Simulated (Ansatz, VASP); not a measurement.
# One calculation of Na, two programs

```
Na
1.0
     3.90895    0.00000    0.00000
    -1.95448    3.38525    0.00000
     0.00000    0.00000    6.38332
Na
2
Direct
  0.33333 0.66667 0.25000
  0.66667 0.33333 0.75000
```

Alike in both runs: task single point; functional r2SCAN; k mesh 11 × 11 × 6; occupations fermi-dirac, width 0.1 eV; no spin polarisation.

|  | VASP | Ansatz |
| --- | --- | --- |
| version | VASP 6.6.1 | Ansatz 0.2.0 |
| potentials or method | VASP PAW PBE potentials, release 64 (Na_pv), cutoff 520 eV | plane waves (500 eV) with PAW, scalar-relativistic |
| valence electrons in the cell | 14 | 18 |

```tsv
	VASP	Ansatz	Ansatz less VASP
pressure (GPa)	-0.6	-0.7	-0.05
traceless stress, the component that is largest in VASP (GPa)	0.02	0.09	+0.063
```

VASP's potentials were made for PBE, not for r2SCAN. With one functional, cell and mesh, what is left measures potentials, basis and numerics. VASP's potentials hold 14 valence electrons a cell and Ansatz's 18, so a difference there can come from the potentials and not from the codes.
